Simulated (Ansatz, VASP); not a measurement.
**Mg: VASP beside Ansatz**

The input INCAR:

```
SYSTEM = Mg
PREC = Accurate
ENCUT = 600
EDIFF = 1E-6
ISMEAR = 0
SIGMA = 0.1
LREAL = .False.
LASPH = .True.
NELM = 120
ALGO = Normal
ISIF = 2
LWAVE = .False.
LCHARG = .False.
NBANDS = 7
GGA_COMPAT = .False.
```

Contents of KPOINTS:

```
Automatic mesh
0
Gamma
  8 8 8
  0 0 0
```

File POSCAR:

```
Mg
1.0
   -1.7727644967      1.7727644967      1.7727644967
    1.7727644967     -1.7727644967      1.7727644967
    1.7727644967      1.7727644967     -1.7727644967
Mg
1
Direct
    0.0000000000      0.0000000000      0.0000000000
```

Input for Ansatz:

```yaml
crystal:
  lattice:
    - [-1.7727644967, 1.7727644967, 1.7727644967]
    - [1.7727644967, -1.7727644967, 1.7727644967]
    - [1.7727644967, 1.7727644967, -1.7727644967]
  atoms:
    - { symbol: Mg, position: [0.0, 0.0, 0.0] }
basis:
  ecutwfc: 420
kpoints:
  mp_grid: { grid: [8, 8, 8] }
hamiltonian:
  xc: lda
scf:
  occupations: { method: gaussian, width: 0.1 }
output:
  forces: true
  stress: true
  eigenvalues: true
```

Alike in both runs: task single point; functional LDA; k mesh 8 × 8 × 8; occupations gaussian, width 0.1 eV; no spin polarisation.

|  | VASP | Ansatz |
| --- | --- | --- |
| version | VASP 6.6.1 | Ansatz 0.2.0 |
| potentials or method | VASP PAW LDA potentials, release 64 (Mg), cutoff 600 eV | scalar-relativistic, plane waves, PAW |
| valence electrons in the cell | 2 | 10 |

Ansatz gave:

| Item | Value |
| --- | --- |
| gap on the k mesh at the Fermi level (eV) | none |
| pressure (GPa) | -1.3 |

Q: Estimate VASP's values.

A: gap on the k mesh at the Fermi level (eV): none; pressure (GPa): -1.7.

LDA's correlation is that of Perdew and Zunger in VASP and of Perdew and Wang (1992) in Ansatz. A gap of «none» marks a metal or a gap that the smearing closes. VASP's potentials hold 2 valence electrons a cell and Ansatz's 10, so a difference there can come from the potentials and not from the codes.
